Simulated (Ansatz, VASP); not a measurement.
**One calculation of WC3, two programs**

```
CELL_PARAMETERS angstrom
3.68982 -0.49632 0.21652
0.39100 2.82663 -0.16435
-0.18900 0.24801 3.76385
ATOMIC_POSITIONS crystal
W 0.63919 0.16874 0.97966
C 0.63907 0.66779 0.43580
C 0.33027 0.66899 0.69135
C 0.94804 0.66891 0.69141
```

Alike in both runs: functional PBE; k mesh 4 × 6 × 6; occupations gaussian, width 0.1 eV; no spin polarisation.

Ansatz relaxed the structure, and its values are those at the end. VASP's run is a single point on that final structure, the one shown.

|  | VASP | Ansatz |
| --- | --- | --- |
| version | VASP 6.6.1 | Ansatz 0.2.0 |
| potentials or method | VASP PAW PBE potentials, release 64 (W_sv, C_h), cutoff 910 eV | scalar-relativistic, plane waves, PAW |
| valence electrons in the cell | 26 | 26 |

Ansatz gave:

```
gap on the k mesh at the Fermi level (eV) : none
rms of the force components (eV/Å)        : 0.014
```

Question: What did VASP give for the same quantities?

Answer: gap on the k mesh at the Fermi level (eV): none; rms of the force components (eV/Å): 0.037.

A gap of «none» marks a metal or a gap that the smearing closes. With one functional, cell and mesh, what is left measures potentials, basis and numerics.

The k mesh is coarse, so the values compare programs but aren't converged. Neither program's run includes spin-orbit coupling. Noted on VASP's run: the cutoff is short for stress, so the pressure is rough.
